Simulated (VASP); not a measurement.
# SiMo3 (P-6m2) in VASP: single point with PBE

Aim: the single point of SiMo3 with PBE.

Everything below comes from runs of VASP 6.6.1. Logs are shortened: lines on timing, memory, paths and dates and some standing lists are left out, and cuts for length are marked.

## 1. The cell of the first run

Symmetry: P-6m2, No. 187, hexagonal system. Conventional cell: a = 2.949 Å, b = 2.949 Å, c = 8.172 Å, α = 90.00°, β = 90.00°, γ = 120.00°. Within 3.4 Å of Si (site symmetry -6m2) lie 6 Mo at 2.58 Å and 6 Si at 2.95 Å. Within 3.6 Å of Mo (site symmetry -6m2) lie 12 Mo at 2.74 to 2.95 Å. Within 3.4 Å of Mo (site symmetry 3m) lie 3 Si at 2.58 Å and 9 Mo at 2.74 to 2.95 Å.

The cell was built from a structure type or drawn by symmetry, and may not be a known phase.

## 2. Single point, PBE

INCAR reads:

```
SYSTEM = SiMo3
PREC = Accurate
ENCUT = 500
EDIFF = 1E-6
ISMEAR = 0
SIGMA = 0.2
LREAL = .False.
LASPH = .True.
NELM = 120
ALGO = Normal
ISIF = 2
LWAVE = .False.
LCHARG = .True.
GGA = PE
LELF = .True.
LVHAR = .True.
NBANDS = 31
GGA_COMPAT = .False.
```

KPOINTS reads:

```
regular mesh
0
Gamma
  7 7 2
  0 0 0
```

POSCAR reads:

```
SiMo3
1.0
    2.9485708890      0.0000000028      0.0000000000
   -1.4742854469      2.5535372933      0.0000000000
    0.0000000000      0.0000000000      8.1723952865
Si Mo
1 3
Direct
    0.0000000000      0.0000000000      0.5000000000
    0.0000000000      0.0000000000      0.0000000000
    0.6666666667      0.3333333333      0.7366181259
    0.6666666667      0.3333333333      0.2633818741
```

Potentials or basis: VASP PAW PBE potentials, release 64 (Si, Mo_sv).

On the command line:

```sh
cat potpaw_PBE.64/Si/POTCAR potpaw_PBE.64/Mo_sv/POTCAR > POTCAR
mpirun -np 1 vasp_std > vasp.out
```

OUTCAR:

```text
SYSTEM = SiMo3
   PREC = Accurate
   ENCUT = 500
   EDIFF = 1E-6
   ISMEAR = 0
   LREAL = .False.
   LASPH = .True.
   NELM = 120
   ISIF = 2
   GGA = PE

 ion  position               nearest neighbor table
   1  0.000  0.000  0.500-   3 2.58   4 2.58   3 2.58   4 2.58   3 2.58   4 2.58
   2  0.000  0.000  0.000-   3 2.74   4 2.74   3 2.74   4 2.74   3 2.74   4 2.74
   3  0.667  0.333  0.737-   1 2.58   1 2.58   1 2.58   2 2.74   2 2.74   2 2.74
   4  0.667  0.333  0.263-   1 2.58   1 2.58   1 2.58   2 2.74   2 2.74   2 2.74

  LATTYP: Found a hexagonal cell.
 ALAT       =     2.9485708890
 C/A-ratio  =     2.7716461954

  Lattice vectors:

 A1 = (   2.9485708890,   0.0000000028,   0.0000000000)
 A2 = (  -1.4742854469,   2.5535372933,   0.0000000000)
 A3 = (   0.0000000000,   0.0000000000,   8.1723952865)

Analysis of symmetry for initial positions (statically):
=====================================================================
 Subroutine PRICEL returns:
 Original cell was already a primitive cell.

 Routine SETGRP: Setting up the symmetry group for a
 hexagonal supercell.

 Subroutine GETGRP returns: Found 12 space group operations
 (whereof 12 operations were pure point group operations)
 out of a pool of 24 trial point group operations.

The static configuration has the point symmetry D_3h.

Analysis of symmetry for dynamics (positions and initial velocities):
=====================================================================
 Subroutine PRICEL returns:
 Original cell was already a primitive cell.

 Routine SETGRP: Setting up the symmetry group for a
 hexagonal supercell.

 Subroutine GETGRP returns: Found 12 space group operations
 (whereof 12 operations were pure point group operations)
 out of a pool of 24 trial point group operations.

The dynamic configuration has the point symmetry D_3h.

 Subroutine INISYM returns: Found 12 space group operations
 (whereof 12 operations are pure point group operations),
 and found     1 'primitive' translations

----------------------------------------------------------------------------------------

                                     Primitive cell

  volume of cell :      61.5323

  direct lattice vectors                    reciprocal lattice vectors
     2.948570889  0.000000003  0.000000000     0.339147349  0.195806813  0.000000000
    -1.474285447  2.553537293  0.000000000    -0.000000000  0.391613626  0.000000000
     0.000000000  0.000000000  8.172395287     0.000000000  0.000000000  0.122363146

[... 78 lines left out ...]
   EDIFF  = 0.1E-05   stopping-criterion for ELM
   LREAL  =      F    real-space projection
   EDIFFG = 0.1E-04   stopping-criterion for IOM
   NSW    =      0    number of steps for IOM
   IBRION =     -1    ionic relax: 0-MD 1-quasi-New 2-CG
   NFREE  =      0    steps in history (QN), initial steepest desc. (CG)
   ISIF   =      2    stress and relaxation
   ISYM   =      2    0-nonsym 1-usesym 2-fastsym
   POTIM  = 0.5000    time-step for ionic-motion
   TEBEG  =    0.0;   TEEND  =   0.0 temperature during run
   PSTRESS=    0.0 pullay stress
   NELECT =      46.0000    total number of electrons
   NUPDOWN=      -1.0000    fix difference up-down
   EMIN   =  10.00;   EMAX   =-10.00  energy-range for DOS
   EFERMI =   0.00;   METHOD = LEGACY
   ISMEAR =     0;   SIGMA  =   0.20  broadening in eV -4-tet -1-fermi 0-gaus
   EFERMI_NEDOS =   21; number of points for ismear=-14 and -15
   IALGO  =     38    algorithm
   IMIX   =      4    mixing-type and parameters
     AMIX     =   0.40;   BMIX     =  1.00
     AMIX_MAG =   1.60;   BMIX_MAG =  1.00
  volume/ion in A,a.u.               =      15.38       103.81
  Fermi-wavevector in a.u.,A,eV,Ry     =   1.485798  2.807751 30.036157  2.207595
  Thomas-Fermi vector in A             =   2.599164
   LORBIT       =      0    0 simple, 1 ext, 2 COOP (PROOUT), +10 PAW based schemes
   GGA     = PE    functional components
   LHFCALC =     F    Hartree Fock is set to
   AEXX    =    0.0000 exact exchange contribution
   IVDW    =     0    specifies the selected vdW correction
   LEPSILON=     F    determine dielectric tensor
   LRPA    =     F    only Hartree local field effects (RPA)
 non-spin polarized calculation
 Gauss-broadening in eV      SIGMA  =   0.20
  energy-cutoff  :      500.00
  volume of cell :       61.53
 maximum number of plane-waves:      1589
 NGX is ok and might be reduce to    24
   NGX = 11   NGY = 11   NGZ = 29

 number of electron      46.0000006 magnetization

 Free energy of the ion-electron system (eV)
  ---------------------------------------------------
  ext. energy  EPLUGINS =         0.00000000
  ---------------------------------------------------
  free energy    TOTEN  =       -37.84811719 eV

  energy without entropy =      -37.79293171  energy(sigma->0) =      -37.82052445

 E-fermi :  11.5150     XC(G=0): -12.8302

 val. band max:       11.4887363688   @ k =   0.0000   0.0000   0.5000
 cond. band min:      11.5161388258   @ k =   0.2857   0.0000   0.5000
 fundamental gap:      0.0274024570
 Fermi energy:        11.5149787440

 k-point     1 :       0.0000    0.0000    0.0000
  band No.  band energies     occupation
      1     -49.1840      2.00000
      2     -49.1193      2.00000
      3     -48.9259      2.00000
      4     -23.7229      2.00000
      5     -23.3058      2.00000
      6     -22.9065      2.00000
[... 533 lines left out ...]
     30      16.1012      0.00000
     31      16.8264      0.00000

------------------------ aborting loop because EDIFF is reached ----------------------------------------

  FORCE on cell =-STRESS in cart. coord.  units (eV):
  Direction    XX          YY          ZZ          XY          YZ          ZX
  --------------------------------------------------------------------------------------
  -------------------------------------------------------------------------------------
  Total        0.0828185      0.0828185      0.0402420      0.0000000      0.0000000      0.0000000
  in kB        2.1564269      2.1564269      1.0478216      0.0000000      0.0000000      0.0000000
  external PRESSURE =       1.7868918 kB  Pullay stress =       0.0000000 kB

 VOLUME and BASIS-vectors are now :
 -----------------------------------------------------------------------------
  energy-cutoff  :      500.00
  volume of cell :       61.53
      direct lattice vectors                 reciprocal lattice vectors
     2.948570889  0.000000003  0.000000000     0.339147349  0.195806813  0.000000000
    -1.474285447  2.553537293  0.000000000    -0.000000000  0.391613626  0.000000000
     0.000000000  0.000000000  8.172395287     0.000000000  0.000000000  0.122363146

 POSITION                                       TOTAL-FORCE (eV/Angst)
 -----------------------------------------------------------------------------------
      0.00000      0.00000      4.08620        -0.000000      0.000000      0.000000
      0.00000      0.00000      0.00000        -0.000000      0.000000      0.000000
      1.47429      0.85118      6.01993        -0.000000     -0.000000     -0.008937
      1.47429      0.85118      2.15246         0.000000     -0.000000      0.008937
 -----------------------------------------------------------------------------------
    total drift:                               -0.000001      0.000000      0.000000

  FREE ENERGIE OF THE ION-ELECTRON SYSTEM (eV)
  ---------------------------------------------------
  free  energy   TOTEN  =       -37.8481171880 eV

  energy  without entropy=      -37.7929317125  energy(sigma->0) =      -37.82052445
```

OSZICAR:

```text
N       E                     dE             d eps       ncg     rms          rms(c)
DAV:   1     0.464558197011E+03    0.46456E+03   -0.26530E+04   992   0.147E+03
DAV:   2    -0.267824882279E+02   -0.49134E+03   -0.47606E+03  1125   0.456E+02
DAV:   3    -0.397492821583E+02   -0.12967E+02   -0.12416E+02  1259   0.712E+01
DAV:   4    -0.399151811799E+02   -0.16590E+00   -0.16566E+00  1055   0.727E+00
DAV:   5    -0.399177708874E+02   -0.25897E-02   -0.25888E-02  1235   0.848E-01    0.254E+01
DAV:   6    -0.381354362881E+02    0.17823E+01   -0.61247E+00  1142   0.164E+01    0.648E+00
DAV:   7    -0.382286260541E+02   -0.93190E-01   -0.22551E+00  1105   0.102E+01    0.501E+00
DAV:   8    -0.378729588336E+02    0.35567E+00   -0.96152E-01  1117   0.689E+00    0.191E+00
DAV:   9    -0.378521078718E+02    0.20851E-01   -0.80411E-02  1079   0.189E+00    0.810E-01
DAV:  10    -0.378480999645E+02    0.40079E-02   -0.90111E-03  1142   0.674E-01    0.351E-01
DAV:  11    -0.378481264380E+02   -0.26473E-04   -0.11592E-03  1119   0.256E-01    0.676E-02
DAV:  12    -0.378481187206E+02    0.77173E-05   -0.11672E-04  1055   0.894E-02    0.117E-02
DAV:  13    -0.378481168248E+02    0.18958E-05   -0.48078E-06  1167   0.178E-02    0.625E-03
DAV:  14    -0.378481171880E+02   -0.36318E-06   -0.52162E-07   538   0.811E-03
   1 F= -.37848117E+02 E0= -.37820524E+02  d E =-.551855E-01
```

stdout:

```text
POSCAR found type information on POSCAR SiMo
 POSCAR found :  2 types and       4 ions
 scaLAPACK will be used
 LDA part: xc-table for (Slater+PW92), standard interpolation
 POSCAR, INCAR and KPOINTS ok, starting setup
 FFT: planning ... GRIDC
 FFT: planning ... GRID_SOFT
 FFT: planning ... GRID
 WAVECAR not read
 entering main loop
```

Run time: 34 s. Hardware: 1 thread of Intel Xeon Platinum 8259CL at 2.50GHz (Skylake/Cascade Lake), shared host; peak memory 0.18 GiB.

What came out:

```yaml
Free_energy: -37.8481 eV
Pressure: 0.2 GPa
Largest_force: 0.009 eV/Å
Band_gap_on_the_k_mesh: zero (bands 23 and 24 overlap by 0.75 eV)
```

Forces on the atoms (eV/Å):
```
Si   0.000  0.000  0.000
Mo   0.000  0.000  0.000
Mo   0.000  0.000 -0.009
Mo   0.000  0.000  0.009
```

Levels at points of the mesh, in eV from the Fermi level:
```
           k point  band 21  band 22  band 23  band 24  band 25  band 26
(0.00, 0.00, 0.00)    -1.02    -0.43    -0.43    -0.15     0.73     0.73
(0.00, 0.00, 0.50)    -1.05    -0.34    -0.34    -0.03     0.41     0.41
```

Caveat: the k points lie up to 0.38 Å⁻¹ apart, too coarse for converged energies and pressures of a metal.
